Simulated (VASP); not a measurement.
# CdP (Cmcm) in VASP: single point with PBE

Aim: the single point of CdP with PBE.

Program: VASP 6.6.1. These are calculated values, not measurements. Logs are shortened: lines on timing, memory, paths and dates and some standing lists are left out, and cuts for length are marked.

## 1. The cell of the first run

It takes space group Cmcm (No. 63, orthorhombic). Conventional cell: a = 3.649 Å, b = 14.529 Å, c = 3.198 Å, α = 90.00°, β = 90.00°, γ = 90.00°. Within 4.0 Å of Cd (site symmetry m2m) lie 7 P at 3.06 to 3.92 Å and 8 Cd at 3.18 to 3.65 Å. Within 2.9 Å of P (site symmetry m2m) lie 2 P at 2.18 Å.

## 2. Single point, PBE

Contents of INCAR:

```
SYSTEM = CdP
PREC = Accurate
ENCUT = 520
EDIFF = 1E-6
ISMEAR = 0
SIGMA = 0.1
LREAL = .False.
LASPH = .True.
NELM = 100
ALGO = Normal
ISIF = 2
LWAVE = .False.
LCHARG = .True.
GGA = PE
LELF = .True.
LVHAR = .True.
NBANDS = 25
```

Contents of KPOINTS:

```
regular mesh
0
Gamma
  14 14 14
  0 0 0
```

Contents of POSCAR:

```
CdP
1.0
    1.8246412611     -7.2644538191      0.0000000000
    1.8246412611      7.2644538191      0.0000000000
    0.0000000000      0.0000000000      3.1977431009
Cd P
2 2
Direct
    0.8209694157      0.1790305843      0.2500000000
    0.1790305843      0.8209694157      0.7500000000
    0.5510932549      0.4489067451      0.2500000000
    0.4489067451      0.5510932549      0.7500000000
```

Potentials or basis: VASP PAW PBE potentials, release 64 (Cd, P).

The run is started by

```console
cat potpaw_PBE.64/Cd/POTCAR potpaw_PBE.64/P/POTCAR > POTCAR
mpirun -np 1 vasp_std > vasp.out
```

OUTCAR:

```text
SYSTEM = CdP
   PREC = Accurate
   ENCUT = 520
   EDIFF = 1E-6
   ISMEAR = 0
   LREAL = .False.
   LASPH = .True.
   NELM = 100
   ISIF = 2
   GGA = PE

 ion  position               nearest neighbor table
   1  0.821  0.179  0.250-   4 3.06   4 3.06   4 3.06   4 3.06   2 3.18   2 3.18   2 3.18   2 3.18

   2  0.179  0.821  0.750-   3 3.06   3 3.06   3 3.06   3 3.06   1 3.18   1 3.18   1 3.18   1 3.18

   3  0.551  0.449  0.250-   4 2.18   4 2.18   2 3.06   2 3.06   2 3.06   2 3.06
   4  0.449  0.551  0.750-   3 2.18   3 2.18   1 3.06   1 3.06   1 3.06   1 3.06

  LATTYP: Found a base centered orthorhombic cell.
 ALAT       =     3.6492825222
 B/A-ratio  =     3.9813052428
 C/A-ratio  =     0.8762662473

  Lattice vectors:

 A1 = (   1.8246412611,  -7.2644538191,   0.0000000000)
 A2 = (   1.8246412611,   7.2644538191,   0.0000000000)
 A3 = (   0.0000000000,   0.0000000000,   3.1977431009)

Analysis of symmetry for initial positions (statically):
=====================================================================
 Subroutine PRICEL returns:
 Original cell was already a primitive cell.

 Routine SETGRP: Setting up the symmetry group for a
 base centered orthorhombic supercell.

 Subroutine GETGRP returns: Found  8 space group operations
 (whereof  4 operations were pure point group operations)
 out of a pool of  8 trial point group operations.

The static configuration has the point symmetry C_2h.
 The point group associated with its full space group is D_2h.

Analysis of symmetry for dynamics (positions and initial velocities):
=====================================================================
 Subroutine PRICEL returns:
 Original cell was already a primitive cell.

 Routine SETGRP: Setting up the symmetry group for a
 base centered orthorhombic supercell.

 Subroutine GETGRP returns: Found  8 space group operations
 (whereof  4 operations were pure point group operations)
 out of a pool of  8 trial point group operations.

The dynamic configuration has the point symmetry C_2h.
 The point group associated with its full space group is D_2h.

 Subroutine INISYM returns: Found  8 space group operations
 (whereof  4 operations are pure point group operations),
 and found     1 'primitive' translations

----------------------------------------------------------------------------------------

                                     Primitive cell

  volume of cell :      84.7723

  direct lattice vectors                    reciprocal lattice vectors
     1.824641261 -7.264453819  0.000000000     0.274026468 -0.068828299  0.000000000
     1.824641261  7.264453819  0.000000000     0.274026468  0.068828299  0.000000000
     0.000000000  0.000000000  3.197743101     0.000000000  0.000000000  0.312720556

  length of vectors
     7.490100468  7.490100468  3.197743101     0.282538210  0.282538210  0.312720556

  position of ions in fractional coordinates (direct lattice)
     0.820969416  0.179030584  0.250000000
     0.179030584  0.820969416  0.750000000
     0.551093255  0.448906745  0.250000000
     0.448906745  0.551093255  0.750000000

  ion indices of the primitive-cell ions
   primitive index   ion index
                 1           1
                 2           2
                 3           3
                 4           4

----------------------------------------------------------------------------------------

 KPOINTS: regular mesh

Automatic generation of k-mesh.
 Grid dimensions read from file:
 generate k-points for:   14   14   14

 Generating k-lattice:

  Cartesian coordinates                     Fractional coordinates (reciprocal lattice)
     0.019573319 -0.004916307  0.000000000     0.071428571  0.000000000  0.000000000
     0.019573319  0.004916307  0.000000000     0.000000000  0.071428571  0.000000000
     0.000000000  0.000000000  0.022337183     0.000000000  0.000000000  0.071428571

  Length of vectors
     0.020181301  0.020181301  0.022337183

  Shift w.r.t. Gamma in fractional coordinates (k-lattice)
     0.000000000  0.000000000  0.000000000

 Subroutine IBZKPT returns following result:
 ===========================================

 Found    456 irreducible k-points:

 Following reciprocal coordinates:
            Coordinates               Weight
  0.000000  0.000000  0.000000      1.000000
  0.071429  0.000000  0.000000      4.000000
  0.142857  0.000000  0.000000      4.000000
  0.214286  0.000000  0.000000      4.000000
  0.285714  0.000000  0.000000      4.000000
  0.357143  0.000000  0.000000      4.000000
[... 16 lines left out ...]
  0.214286  0.142857  0.000000      4.000000
  0.285714  0.142857  0.000000      4.000000
 [... further k-points ...]
   k-points           NKPTS =    456   k-points in BZ     NKDIM =    456   number of bands    NBANDS=     25
   number of dos      NEDOS =    301   number of ions     NIONS =      4
   total plane-waves  NPLWV =  75264
   dimension x,y,z NGX =    56 NGY =   56 NGZ =   24
   dimension x,y,z NGXF=   112 NGYF=  112 NGZF=   48
   ions per type =               2   2
   NGX,Y,Z   is equivalent  to a cutoff of  12.43, 12.43, 12.48 a.u.
   NGXF,Y,Z  is equivalent  to a cutoff of  24.86, 24.86, 24.95 a.u.
 SYSTEM =  CdP
   PREC   = accura    normal or accurate (medium, high low for compatibility)
   ISTART =      0    job   : 0-new  1-cont  2-samecut
   ICHARG =      2    charge: 1-file 2-atom 10-const
   ISPIN  =      1    spin polarized calculation?
   LNONCOLLINEAR =      F non collinear calculations
   LSORBIT =      F    spin-orbit coupling
   LASPH  =      T    aspherical Exc in radial PAW
   ENCUT  =  520.0 eV  38.22 Ry    6.18 a.u.  13.93 13.93  5.95*2*pi/ulx,y,z
   NELM   =    100;   NELMIN=  2; NELMDL= -5     # of ELM steps
   EDIFF  = 0.1E-05   stopping-criterion for ELM
   LREAL  =      F    real-space projection
   EDIFFG = 0.1E-04   stopping-criterion for IOM
   NSW    =      0    number of steps for IOM
   IBRION =     -1    ionic relax: 0-MD 1-quasi-New 2-CG
   NFREE  =      0    steps in history (QN), initial steepest desc. (CG)
   ISIF   =      2    stress and relaxation
   ISYM   =      2    0-nonsym 1-usesym 2-fastsym
   POTIM  = 0.5000    time-step for ionic-motion
   TEBEG  =    0.0;   TEEND  =   0.0 temperature during run
   PSTRESS=    0.0 pullay stress
   NELECT =      34.0000    total number of electrons
   NUPDOWN=      -1.0000    fix difference up-down
   EMIN   =  10.00;   EMAX   =-10.00  energy-range for DOS
   EFERMI =   0.00;   METHOD = LEGACY
   ISMEAR =     0;   SIGMA  =   0.10  broadening in eV -4-tet -1-fermi 0-gaus
   EFERMI_NEDOS =   21; number of points for ismear=-14 and -15
   IALGO  =     38    algorithm
   IMIX   =      4    mixing-type and parameters
     AMIX     =   0.40;   BMIX     =  1.00
     AMIX_MAG =   1.60;   BMIX_MAG =  1.00
  volume/ion in A,a.u.               =      21.19       143.02
  Fermi-wavevector in a.u.,A,eV,Ry     =   1.207304  2.281473 19.831604  1.457582
  Thomas-Fermi vector in A             =   2.342945
   LORBIT       =      0    0 simple, 1 ext, 2 COOP (PROOUT), +10 PAW based schemes
   GGA     = PE    functional components
   LHFCALC =     F    Hartree Fock is set to
   AEXX    =    0.0000 exact exchange contribution
   IVDW    =     0    specifies the selected vdW correction
   LEPSILON=     F    determine dielectric tensor
   LRPA    =     F    only Hartree local field effects (RPA)
 non-spin polarized calculation
 Gauss-broadening in eV      SIGMA  =   0.10
  energy-cutoff  :      520.00
  volume of cell :       84.77
 maximum number of plane-waves:      2310
   NGX = 27   NGY = 27   NGZ = 11

 number of electron      34.0000002 magnetization

 Free energy of the ion-electron system (eV)
  ---------------------------------------------------
  ext. energy  EPLUGINS =         0.00000000
  ---------------------------------------------------
  free energy    TOTEN  =       -11.64701538 eV

  energy without entropy =      -11.63889791  energy(sigma->0) =      -11.64295664

 E-fermi :   4.0412     XC(G=0): -10.3165

 val. band max:        4.0406136339   @ k =  -0.4286   0.2857   0.4286
 cond. band min:       4.0426560938   @ k =  -0.4286   0.3571   0.5000
 fundamental gap:      0.0020424599
 Fermi energy:         4.0412422478

 k-point     1 :       0.0000    0.0000    0.0000
  band No.  band energies     occupation
      1     -10.1237      2.00000
      2      -5.2050      2.00000
      3      -5.1009      2.00000
      4      -4.8104      2.00000
      5      -4.7828      2.00000
      6      -4.5508      2.00000
[... 17 lines left out ...]
     24      11.3005      0.00000
     25      11.8924      0.00000

 k-point     2 :       0.0714    0.0000    0.0000
  band No.  band energies     occupation
      1     -10.1017      2.00000
      2      -5.2090      2.00000
      3      -5.0856      2.00000
      4      -4.8158      2.00000
      5      -4.8123      2.00000
      6      -4.5506      2.00000
[... 17 lines left out ...]
     24      11.0217      0.00000
     25      11.8253      0.00000

 k-point     3 :       0.1429    0.0000    0.0000
  band No.  band energies     occupation
      1     -10.0388      2.00000
      2      -5.2205      2.00000
      3      -5.0470      2.00000
      4      -4.8398      2.00000
      5      -4.8236      2.00000
      6      -4.5511      2.00000
[... 17 lines left out ...]
     24      11.4356      0.00000
     25      12.0134      0.00000

 k-point     4 :       0.2143    0.0000    0.0000
  band No.  band energies     occupation
      1      -9.9445      2.00000
      2      -5.2319      2.00000
      3      -5.0048      2.00000
      4      -4.8438      2.00000
      5      -4.8070      2.00000
      6      -4.5545      2.00000
[... 17 lines left out ...]
     24      11.9485      0.00000
     25      12.2818      0.00000
[... 477 lines left out ...]
 k-point    22 :       0.1429    0.1429    0.0000
  band No.  band energies     occupation
      1      -9.8363      2.00000
      2      -5.2540      2.00000
      3      -4.9699      2.00000
      4      -4.8738      2.00000
      5      -4.7260      2.00000
      6      -4.5626      2.00000
[... 17 lines left out ...]
     24      12.2740      0.00000
     25      12.3845      0.00000

 k-point    23 :       0.2143    0.1429    0.0000
  band No.  band energies     occupation
      1      -9.7322      2.00000
      2      -5.2497      2.00000
      3      -4.9367      2.00000
      4      -4.9088      2.00000
      5      -4.6298      2.00000
      6      -4.5923      2.00000
[... 17 lines left out ...]
     24      12.4539      0.00000
     25      12.5453      0.00000

 k-point    24 :       0.2857    0.1429    0.0000
  band No.  band energies     occupation
      1      -9.6567      2.00000
      2      -5.2218      2.00000
      3      -4.9492      2.00000
      4      -4.8987      2.00000
      5      -4.6307      2.00000
      6      -4.5852      2.00000
[... 17 lines left out ...]
     24      12.4544      0.00000
     25      12.5711      0.00000

 [... further k-points ...]

------------------------ aborting loop because EDIFF is reached ----------------------------------------

  FORCE on cell =-STRESS in cart. coord.  units (eV):
  Direction    XX          YY          ZZ          XY          YZ          ZX
  --------------------------------------------------------------------------------------
  -------------------------------------------------------------------------------------
  Total        0.1010455     -0.0053114      0.0199758      0.0000000      0.0000000      0.0000000
  in kB        1.9097376     -0.1003851      0.3775384      0.0000000      0.0000000      0.0000000
  external PRESSURE =       0.7289636 kB  Pullay stress =       0.0000000 kB

 VOLUME and BASIS-vectors are now :
 -----------------------------------------------------------------------------
  energy-cutoff  :      520.00
  volume of cell :       84.77
      direct lattice vectors                 reciprocal lattice vectors
     1.824641261 -7.264453819  0.000000000     0.274026468 -0.068828299  0.000000000
     1.824641261  7.264453819  0.000000000     0.274026468  0.068828299  0.000000000
     0.000000000  0.000000000  3.197743101     0.000000000  0.000000000  0.312720556

 POSITION                                       TOTAL-FORCE (eV/Angst)
 -----------------------------------------------------------------------------------
      1.82464     -4.66333      0.79944         0.000000      0.002710     -0.000000
      1.82464      4.66333      2.39831         0.000000     -0.002710      0.000000
      1.82464     -0.74233      0.79944         0.000000      0.077364     -0.000000
      1.82464      0.74233      2.39831         0.000000     -0.077364      0.000000
 -----------------------------------------------------------------------------------
    total drift:                                0.000000      0.000000      0.000000

  FREE ENERGIE OF THE ION-ELECTRON SYSTEM (eV)
  ---------------------------------------------------
  free  energy   TOTEN  =       -11.6470153793 eV

  energy  without entropy=      -11.6388979075  energy(sigma->0) =      -11.64295664
```

Run time: 25 min. Hardware: 1 thread of Intel Xeon 8259CL, shared host; peak memory 0.88 GiB.

Results:

```
Free energy            : -11.6470 eV
Pressure               : 0.1 GPa
Largest force          : 0.077 eV/Å
Band gap on the k mesh : zero (bands 17 and 18 overlap by 2.90 eV)
```

Forces in eV/Å, atoms in the order of the input:
```
Cd   0.000  0.003  0.000
Cd   0.000 -0.003  0.000
P    0.000  0.077  0.000
P    0.000 -0.077  0.000
```
